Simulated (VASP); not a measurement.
# TiO2 (Pmma) in VASP: notebook

Runs on TiO2. Level: PBE. Tasks: single point.

Program: VASP 6.6.1. These are calculated values, not measurements. Logs are shortened: lines on timing, memory, paths and dates and some standing lists are left out, and cuts for length are marked.

### 1 The cell of the first run

Symmetry: Pmma, No. 51, orthorhombic system. The conventional cell has a = 3.799 Å, b = 3.799 Å, c = 9.547 Å, α = 90.00°, β = 90.00°, γ = 90.00°. Ti (site symmetry mm2) has 6 O at 1.95 to 2.00 Å within 2.6 Å. Within 2.5 Å of Ti (site symmetry mm2) lie 6 O at 1.85 to 2.00 Å. Within 2.6 Å of O (site symmetry mm2) lie 3 Ti at 1.95 to 2.00 Å and 2 O at 2.47 Å. O (site symmetry mm2) has 3 Ti at 1.95 to 2.00 Å and 2 O at 2.47 Å within 2.6 Å. Within 2.6 Å of O (site symmetry mm2) lie 3 Ti at 1.95 to 2.00 Å and 2 O at 2.47 Å. Within 2.5 Å of O (site symmetry mm2) lie 3 Ti at 1.85 to 1.95 Å and 2 O at 2.38 Å.

### 2 Single point, PBE

File INCAR:

```
SYSTEM = TiO2
ALGO     = Normal         ! electronic algorithm
EDIFF    = 1E-6           ! SCF threshold, eV
ENCUT    = 520            ! plane-wave cutoff, eV
GGA      = PE             ! functional
ISIF     = 2              ! what is computed and relaxed
ISMEAR   = 0              ! smearing method
LASPH    = .True.         ! aspherical terms in the spheres
LCHARG   = .False.        ! write CHGCAR
LREAL    = .False.        ! projectors in reciprocal space
LWAVE    = .False.        ! write WAVECAR
NBANDS   = 60             ! bands
NELM     = 80             ! most SCF steps
PREC     = Accurate       ! precision mode
SIGMA    = 0.05           ! smearing width, eV
```

File KPOINTS:

```
k-points
0
Gamma
  7 7 3
  0 0 0
```

File POSCAR:

```
TiO2
1.0
   -3.7992225376      0.0000000000      0.0000000000
    0.0000000000     -3.7992225376      0.0000000000
    0.0000000000      0.0000000000      9.5468968543
Ti O
4 8
Direct
    0.0000000000      1.0000000000      0.6348199448
    0.5000000000      0.5000000000      0.1269639890
    0.5000000000      0.0000000000      0.3808919669
    0.0000000000      0.5000000000      0.8887479227
    0.0000000000      0.0000000000      0.8445712862
    0.5000000000      0.5000000000      0.3367153304
    0.5000000000      0.0000000000      0.5906433083
    0.0000000000      0.5000000000      0.0827873525
    0.5000000000      0.0000000000      0.1711406254
    0.0000000000      0.5000000000      0.6789965813
    0.0000000000      0.0000000000      0.4250686034
    0.5000000000      0.5000000000      0.9329245592
```

Potentials or basis: VASP PAW PBE potentials, release 64 (Ti_sv, O).

Run with:

```console
> cat potpaw_PBE.64/Ti_sv/POTCAR potpaw_PBE.64/O/POTCAR > POTCAR
> mpirun -np 1 vasp_std > vasp.out
```

OUTCAR:

```text
SYSTEM = TiO2
   EDIFF = 1E-6
   ENCUT = 520
   GGA = PE
   ISIF = 2
   ISMEAR = 0
   LASPH = .True.
   LREAL = .False.
   NELM = 80
   PREC = Accurate

 ion  position               nearest neighbor table
   1  0.000  0.000  0.635-   7 1.95  10 1.95  10 1.95   7 1.95   5 2.00  11 2.00
   2  0.500  0.500  0.127-  12 1.85   9 1.95   9 1.95   8 1.95   8 1.95   6 2.00
   3  0.500  0.000  0.381-  11 1.95  11 1.95   6 1.95   6 1.95   7 2.00   9 2.00
   4  0.000  0.500  0.889-   8 1.85   5 1.95   5 1.95  12 1.95  12 1.95  10 2.00
   5  0.000  0.000  0.845-   4 1.95   4 1.95   1 2.00
   6  0.500  0.500  0.337-   3 1.95   3 1.95   2 2.00
   7  0.500  0.000  0.591-   1 1.95   1 1.95   3 2.00
   8  0.000  0.500  0.083-   4 1.85   2 1.95   2 1.95
   9  0.500  0.000  0.171-   2 1.95   2 1.95   3 2.00
  10  0.000  0.500  0.679-   1 1.95   1 1.95   4 2.00
  11  0.000  0.000  0.425-   3 1.95   3 1.95   1 2.00
  12  0.500  0.500  0.933-   2 1.85   4 1.95   4 1.95

  LATTYP: Found a simple tetragonal cell.
 ALAT       =     3.7992225376
 C/A-ratio  =     2.5128553960

  Lattice vectors:

 A1 = (  -3.7992225376,   0.0000000000,   0.0000000000)
 A2 = (   0.0000000000,  -3.7992225376,   0.0000000000)
 A3 = (   0.0000000000,   0.0000000000,   9.5468968543)

Analysis of symmetry for initial positions (statically):
=====================================================================
 Subroutine PRICEL returns:
 Original cell was already a primitive cell.

 Routine SETGRP: Setting up the symmetry group for a
 simple tetragonal supercell.

 Subroutine GETGRP returns: Found  8 space group operations
 (whereof  4 operations were pure point group operations)
 out of a pool of 16 trial point group operations.

The static configuration has the point symmetry C_2v.
 The point group associated with its full space group is D_2h.

Analysis of symmetry for dynamics (positions and initial velocities):
=====================================================================
 Subroutine PRICEL returns:
 Original cell was already a primitive cell.

 Routine SETGRP: Setting up the symmetry group for a
 simple tetragonal supercell.

 Subroutine GETGRP returns: Found  8 space group operations
 (whereof  4 operations were pure point group operations)
 out of a pool of 16 trial point group operations.

The dynamic configuration has the point symmetry C_2v.
 The point group associated with its full space group is D_2h.

 Subroutine INISYM returns: Found  8 space group operations
[... 123 lines left out ...]
   ISIF   =      2    stress and relaxation
   ISYM   =      2    0-nonsym 1-usesym 2-fastsym
   POTIM  = 0.5000    time-step for ionic-motion
   TEBEG  =    0.0;   TEEND  =   0.0 temperature during run
   PSTRESS=    0.0 pullay stress
   NELECT =      96.0000    total number of electrons
   NUPDOWN=      -1.0000    fix difference up-down
   EMIN   =  10.00;   EMAX   =-10.00  energy-range for DOS
   EFERMI =   0.00;   METHOD = LEGACY
   ISMEAR =     0;   SIGMA  =   0.05  broadening in eV -4-tet -1-fermi 0-gaus
   EFERMI_NEDOS =   21; number of points for ismear=-14 and -15
   IALGO  =     38    algorithm
   IMIX   =      4    mixing-type and parameters
     AMIX     =   0.40;   BMIX     =  1.00
     AMIX_MAG =   1.60;   BMIX_MAG =  1.00
  volume/ion in A,a.u.               =      11.48        77.49
  Fermi-wavevector in a.u.,A,eV,Ry     =   1.451269  2.742501 28.656354  2.106183
  Thomas-Fermi vector in A             =   2.568786
   LORBIT       =      0    0 simple, 1 ext, 2 COOP (PROOUT), +10 PAW based schemes
   GGA     = PE    functional components
   LHFCALC =     F    Hartree Fock is set to
   AEXX    =    0.0000 exact exchange contribution
   IVDW    =     0    specifies the selected vdW correction
   LEPSILON=     F    determine dielectric tensor
   LRPA    =     F    only Hartree local field effects (RPA)
 non-spin polarized calculation
 Gauss-broadening in eV      SIGMA  =   0.05
  energy-cutoff  :      520.00
  volume of cell :      137.80
 maximum number of plane-waves:      3738
   NGX = 15   NGY = 15   NGZ = 35

 number of electron      95.9999979 magnetization

 Free energy of the ion-electron system (eV)
  ---------------------------------------------------
  ext. energy  EPLUGINS =         0.00000000
  ---------------------------------------------------
  free energy    TOTEN  =      -107.48297516 eV

  energy without entropy =     -107.48297516  energy(sigma->0) =     -107.48297516

 E-fermi :   3.5857     XC(G=0): -10.6639

 val. band max:        3.3255660299   @ k =   0.4286   0.4286   0.0000
 cond. band min:       5.3799399266   @ k =   0.0000   0.0000   0.0000
 fundamental gap:      2.0543738967
 Fermi energy:         3.5856819003

 k-point     1 :       0.0000    0.0000    0.0000
  band No.  band energies     occupation
      1     -53.1088      2.00000
      2     -53.0786      2.00000
      3     -53.0717      2.00000
      4     -53.0460      2.00000
      5     -29.6098      2.00000
      6     -29.4080      2.00000
[... 1501 lines left out ...]
     59       7.2040      0.00000
     60       7.3081      0.00000

 [... further k-points ...]
[... 5 lines left out ...]
  --------------------------------------------------------------------------------------
  -------------------------------------------------------------------------------------
  Total        4.7518930      0.5906400      8.6707735      0.0000000      0.0000000      0.0000000
  in kB       55.2491420      6.8672321    100.8130444      0.0000000      0.0000000      0.0000000
  external PRESSURE =      54.3098062 kB  Pullay stress =       0.0000000 kB

 VOLUME and BASIS-vectors are now :
 -----------------------------------------------------------------------------
  energy-cutoff  :      520.00
  volume of cell :      137.80
      direct lattice vectors                 reciprocal lattice vectors
    -3.799222538  0.000000000  0.000000000    -0.263211747  0.000000000  0.000000000
     0.000000000 -3.799222538  0.000000000     0.000000000 -0.263211747  0.000000000
     0.000000000  0.000000000  9.546896854     0.000000000  0.000000000  0.104746078

 POSITION                                       TOTAL-FORCE (eV/Angst)
 -----------------------------------------------------------------------------------
      0.00000      0.00000      6.06056         0.000000      0.000000     -0.090607
     -1.89961     -1.89961      1.21211         0.000000      0.000000      1.488643
     -1.89961      0.00000      3.63634         0.000000      0.000000      0.090607
      0.00000     -1.89961      8.48478         0.000000      0.000000     -1.488643
      0.00000      0.00000      8.06303         0.000000      0.000000      0.055928
     -1.89961     -1.89961      3.21459         0.000000      0.000000      0.273896
     -1.89961      0.00000      5.63881         0.000000      0.000000      0.055118
      0.00000     -1.89961      0.79036         0.000000      0.000000      1.794807
     -1.89961      0.00000      1.63386         0.000000      0.000000     -0.055928
      0.00000     -1.89961      6.48231         0.000000      0.000000     -0.273896
      0.00000      0.00000      4.05809         0.000000      0.000000     -0.055118
     -1.89961     -1.89961      8.90653         0.000000      0.000000     -1.794807
 -----------------------------------------------------------------------------------
    total drift:                               -0.000000     -0.000000      0.000025

  FREE ENERGIE OF THE ION-ELECTRON SYSTEM (eV)
  ---------------------------------------------------
  free  energy   TOTEN  =      -107.4829751633 eV

  energy  without entropy=     -107.4829751633  energy(sigma->0) =     -107.48297516
```

OSZICAR:

```text
N       E                     dE             d eps       ncg     rms          rms(c)
DAV:   1     0.152584579647E+04    0.15258E+04   -0.47856E+04  3888   0.188E+03
DAV:   2     0.180755517079E+03   -0.13451E+04   -0.12740E+04  3892   0.585E+02
DAV:   3    -0.117769974601E+03   -0.29853E+03   -0.29021E+03  4840   0.243E+02
DAV:   4    -0.140665592216E+03   -0.22896E+02   -0.22831E+02  5792   0.726E+01
DAV:   5    -0.141988594964E+03   -0.13230E+01   -0.13224E+01  5888   0.137E+01    0.457E+01
DAV:   6    -0.108202124349E+03    0.33786E+02   -0.21057E+02  5532   0.986E+01    0.171E+01
DAV:   7    -0.107825395691E+03    0.37673E+00   -0.32684E+01  5360   0.326E+01    0.117E+01
DAV:   8    -0.108093527203E+03   -0.26813E+00   -0.93663E+00  4880   0.218E+01    0.736E+00
DAV:   9    -0.107467996367E+03    0.62553E+00   -0.36687E+00  4956   0.132E+01    0.151E+00
DAV:  10    -0.107478620889E+03   -0.10625E-01   -0.17247E-01  5372   0.342E+00    0.952E-01
DAV:  11    -0.107486096460E+03   -0.74756E-02   -0.77266E-02  5380   0.181E+00    0.444E-01
DAV:  12    -0.107482799378E+03    0.32971E-02   -0.21501E-02  5500   0.841E-01    0.834E-02
DAV:  13    -0.107483002624E+03   -0.20325E-03   -0.13161E-03  4840   0.242E-01    0.885E-02
DAV:  14    -0.107482969686E+03    0.32938E-04   -0.31613E-04  5288   0.103E-01    0.209E-02
DAV:  15    -0.107482974989E+03   -0.53024E-05   -0.17605E-05  5124   0.324E-02    0.174E-02
DAV:  16    -0.107482976672E+03   -0.16834E-05   -0.46451E-05  5388   0.455E-02    0.137E-02
DAV:  17    -0.107482974967E+03    0.17053E-05   -0.12932E-05  4796   0.228E-02    0.336E-03
DAV:  18    -0.107482975163E+03   -0.19642E-06   -0.88905E-07  1992   0.596E-03
   1 F= -.10748298E+03 E0= -.10748298E+03  d E =-.135315E-14
```

stdout:

```text
POSCAR found type information on POSCAR TiO
 POSCAR found :  2 types and      12 ions
 scaLAPACK will be used
 LDA part: xc-table for (Slater+PW92), standard interpolation
 POSCAR, INCAR and KPOINTS ok, starting setup
 FFT: planning ... GRIDC
 FFT: planning ... GRID_SOFT
 FFT: planning ... GRID
 WAVECAR not read
 entering main loop
```

Wall time 3.6 min (1 thread of AMD EPYC 9R45 (Zen 5), shared host); peak memory 0.31 GiB.

Results:

```yaml
Free_energy: -107.4830 eV
Pressure: 5.4 GPa
Largest_force: 1.795 eV/Å
Band_gap_on_the_k_mesh: 2.05 eV
```

Forces in eV/Å, atoms in the order of the input:
```
Ti   0.000  0.000 -0.091
Ti   0.000  0.000  1.489
Ti   0.000  0.000  0.091
Ti   0.000  0.000 -1.489
O    0.000  0.000  0.056
O    0.000  0.000  0.274
O    0.000  0.000  0.055
O    0.000  0.000  1.795
O    0.000  0.000 -0.056
O    0.000  0.000 -0.274
O    0.000  0.000 -0.055
O    0.000  0.000 -1.795
```

Stress tensor (GPa, compression positive):
```
 5.52  0.00  0.00
 0.00  0.69  0.00
 0.00  0.00 10.08
```

Caveat: forces of over 1 eV/Å act on the atoms, so gaps and moduli don't describe the material at rest. A k mesh can miss the band edges.

### 3 Single point, PBE

This run uses another cell than the first one, of 11.96 Å³/atom, 1.042 times its volume.

File INCAR:

```
SYSTEM = TiO2
PREC = Accurate
ENCUT = 520
EDIFF = 1E-6
ISMEAR = 0
SIGMA = 0.05
LREAL = .False.
LASPH = .True.
NELM = 80
ALGO = Normal
ISIF = 2
LWAVE = .False.
LCHARG = .False.
GGA = PE
NBANDS = 60
```

File KPOINTS:

```
Automatic mesh
0
Gamma
  7 7 3
  0 0 0
```

File POSCAR:

```
TiO2
1.0
   -3.7992225376      0.0000000000      0.0000000000
    0.0000000000     -3.7992225376      0.0000000000
    0.0000000000      0.0000000000      9.9468968543
Ti O
4 8
Direct
    0.0000000000      1.0000000000      0.6092915834
    0.5000000000      0.5000000000      0.1218583167
    0.5000000000      0.0000000000      0.3655749500
    0.0000000000      0.5000000000      0.8530082167
    0.0000000000      0.0000000000      0.8106080795
    0.5000000000      0.5000000000      0.3231748128
    0.5000000000      0.0000000000      0.5668914461
    0.0000000000      0.5000000000      0.0794581794
    0.5000000000      0.0000000000      0.1642584539
    0.0000000000      0.5000000000      0.6516917206
    0.0000000000      0.0000000000      0.4079750873
    0.5000000000      0.5000000000      0.8954083540
```

Potentials or basis: VASP PAW PBE potentials, release 64 (Ti_sv, O).

Run with:

```console
> cat potpaw_PBE.64/Ti_sv/POTCAR potpaw_PBE.64/O/POTCAR > POTCAR
> mpirun -np 1 vasp_std > vasp.out
```

It took 3.4 min on 1 thread of AMD EPYC 9R45 (Zen 5), shared host; peak memory 0.33 GiB.

Results (log left out):

| Property | Result |
| --- | --- |
| Free energy | -107.4492 eV |
| Pressure | -3.3 GPa |
| Largest force | 0.930 eV/Å |
| Band gap on the k mesh | 1.93 eV |

Forces in eV/Å, atoms in the order of the input:
```
Ti   0.000  0.000  0.092
Ti   0.000  0.000 -0.593
Ti   0.000  0.000 -0.092
Ti   0.000  0.000  0.593
O    0.000  0.000  0.008
O    0.000  0.000 -0.259
O    0.000  0.000 -0.030
O    0.000  0.000 -0.930
O    0.000  0.000 -0.008
O    0.000  0.000  0.259
O    0.000  0.000  0.030
O    0.000  0.000  0.930
```

Stress tensor (GPa, compression positive):
```
-4.96  0.00  0.00
 0.00  0.74  0.00
 0.00  0.00 -5.76
```

Levels at points of the mesh, in eV from the valence-band top:
| k point | band 45 | band 46 | band 47 | band 48 | band 49 | band 50 | band 51 | band 52 |
| --- | --- | --- | --- | --- | --- | --- | --- | --- |
| (0.00, 0.00, 0.00) | -0.60 | -0.55 | -0.32 | -0.16 | 1.93 | 2.20 | 2.29 | 2.54 |

A k mesh can miss the band edges. PBE gaps usually lie below the measured ones, often by a third to a half.
